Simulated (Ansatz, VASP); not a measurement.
Cr in VASP and in Ansatz

```
Cr
1.0
     1.20464   -2.27828    0.00000
     1.20464    2.27828    0.00000
     0.00000    0.00000    2.24038
Cr
1
Direct
  0.00000 0.00000 0.00000
```

Alike in both runs: task relaxation of cell and atoms; functional PBE; k mesh 20 × 20 × 18; occupations gaussian, width 0.1 eV; no spin polarisation.

|  | VASP | Ansatz |
| --- | --- | --- |
| version | VASP 6.6.1 | Ansatz 0.2.0 |
| potentials or method | VASP PAW PBE potentials, release 64 (Cr_pv), cutoff 600 eV | scalar-relativistic, plane waves, PAW |
| valence electrons in the cell | 12 | 14 |

Ansatz gave:

- gap on the k mesh at the Fermi level, each at its own relaxed structure (eV): none
- relaxed volume (Å³/atom): 12.31
- relaxed cell length with the largest relative difference (Å): 2.579

Question: Estimate VASP's values.

Answer: gap on the k mesh at the Fermi level, each at its own relaxed structure (eV): none; relaxed volume (Å³/atom): 12.29; relaxed cell length with the largest relative difference (Å): 2.576.

A gap of «none» marks a metal or a gap that the smearing closes. VASP's potentials hold 12 valence electrons a cell and Ansatz's 14, so a difference there can come from the potentials and not from the codes.
